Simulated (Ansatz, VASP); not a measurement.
## Two plane-wave programs on SnO2

File POSCAR:

```
SnO2
1.0
    1.6048204430      0.9265435148      4.3549526392
   -1.6048204430      0.9265435148      4.3549526392
    0.0000000000     -1.8530870296      4.3549526392
Sn O
1 2
Direct
    0.5000000000      0.5000000000      0.5000000000
    0.2412464621      0.2412464621      0.2412464621
    0.7587535379      0.7587535379      0.7587535379
```

File INCAR.step1:

```
SYSTEM = SnO2
PREC     = Accurate       ! precision mode
ENCUT    = 520            ! plane-wave cutoff, eV
ISMEAR   = 0              ! smearing method
SIGMA    = 0.05           ! smearing width, eV
LREAL    = .False.        ! projectors in reciprocal space
LASPH    = .True.         ! aspherical terms in the spheres
NELM     = 100            ! most SCF steps
NBANDS   = 20             ! bands
GGA      = PE             ! functional
ALGO     = Normal         ! electronic algorithm
EDIFF    = 1E-4           ! SCF threshold, eV
LWAVE    = .True.         ! write WAVECAR
LCHARG   = .False.        ! write CHGCAR
```

File INCAR.step2:

```
SYSTEM = SnO2
PREC     = Accurate       ! precision mode
ENCUT    = 520            ! plane-wave cutoff, eV
EDIFF    = 1E-6           ! SCF threshold, eV
ISMEAR   = 0              ! smearing method
SIGMA    = 0.05           ! smearing width, eV
LREAL    = .False.        ! projectors in reciprocal space
LASPH    = .True.         ! aspherical terms in the spheres
NELM     = 100            ! most SCF steps
ALGO     = Normal         ! electronic algorithm
ISIF     = 2              ! what is computed and relaxed
LWAVE    = .False.        ! write WAVECAR
LCHARG   = .False.        ! write CHGCAR
METAGGA  = R2SCAN         ! meta-GGA
LMIXTAU  = .True.       
NBANDS   = 20             ! bands
ISTART   = 1
```

Contents of KPOINTS:

```
Automatic mesh
0
Gamma
  12 12 12
  0 0 0
```

Input for Ansatz:

```yaml
crystal:
  lattice:
    - [1.6048204442, 0.9265435155, 4.3549526356]
    - [-1.6048204442, 0.9265435155, 4.3549526356]
    - [0.0, -1.853087031, 4.3549526356]
  atoms:
    - { symbol: Sn, position: [0.5, 0.5, 0.5] }
    - { symbol: O, position: [0.2412464623, 0.2412464623, 0.2412464623] }
    - { symbol: O, position: [0.7587535377, 0.7587535377, 0.7587535377] }
basis:
  ecutwfc: 500
kpoints:
  mp_grid: { grid: [12, 12, 12] }
hamiltonian:
  xc: r2scan
scf:
  occupations: { method: gaussian, width: 0.05 }
output:
  forces: true
  stress: true
  eigenvalues: true
```

Alike in both runs: task single point; functional r2SCAN; k mesh 12 × 12 × 12; occupations gaussian, width 0.05 eV; no spin polarisation.

|  | VASP | Ansatz |
| --- | --- | --- |
| version | VASP 6.6.1 | Ansatz 0.2.0 |
| potentials or method | VASP PAW PBE potentials, release 64 (Sn_d, O), cutoff 520 eV | scalar-relativistic, plane waves, PAW |
| valence electrons in the cell | 26 | 26 |

VASP gave:

```
gap on the k mesh at the Fermi level (eV)                     : 2.44
least direct gap on the mesh (eV)                             : 2.46
pressure (GPa)                                                : 1.2
traceless stress, the component that is largest in VASP (GPa) : -0.72
rms of the force components (eV/Å)                            : 0.041
```

Problem. What did Ansatz give for the same quantities?

Solution. gap on the k mesh at the Fermi level (eV): 2.44; least direct gap on the mesh (eV): 2.46; pressure (GPa): 0.0; traceless stress, the component that is largest in VASP (GPa): 0.00; rms of the force components (eV/Å): 0.001.

VASP's potentials were made for PBE, not for r2SCAN. Atom by atom the forces differ by 0.040 eV/Å (rms over components).
